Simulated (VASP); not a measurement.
In, 1 atom in the cell. Symmetry: I4/mmm, No. 139, tetragonal system. Conventional cell: a = 3.251 Å, b = 3.251 Å, c = 4.947 Å, α = 90.00°, β = 90.00°, γ = 90.00°. Within 4.3 Å of In (site symmetry 4/mmm) lie 12 In at 3.25 to 3.38 Å. 

```yaml
Program: VASP 6.6.1
Task: vibrations by perturbation theory
Functional: PBE
Potentials_or_basis: VASP PAW PBE potentials, release 64 (In_d)
Cutoff: 500 eV
k_mesh: 8 × 8 × 8
Occupations: fermi-dirac, width 0.05 eV
Spin: no spin polarisation
Dipole_correction: no
Further_INCAR_settings: ALGO = Normal; EDIFF = 1e-08; NBANDS = 12; IBRION = 8; NSW = 1
```

Potentials or basis: VASP PAW PBE potentials, release 64 (In_d).

Launch:

```console
$ cat potpaw_PBE.64/In_d/POTCAR > POTCAR
$ mpirun -np 1 vasp_std > vasp.out
```

Hardware: 1 thread of Intel(R) Xeon(R) 6975P-C (Granite Rapids) (shared host).

How long does it take, and how much memory?

Run time: 64 s on 1 thread of Intel(R) Xeon(R) 6975P-C (Granite Rapids), on a shared host, peak memory 0.2 GiB. Counts: scf iterations 45, k points 59.
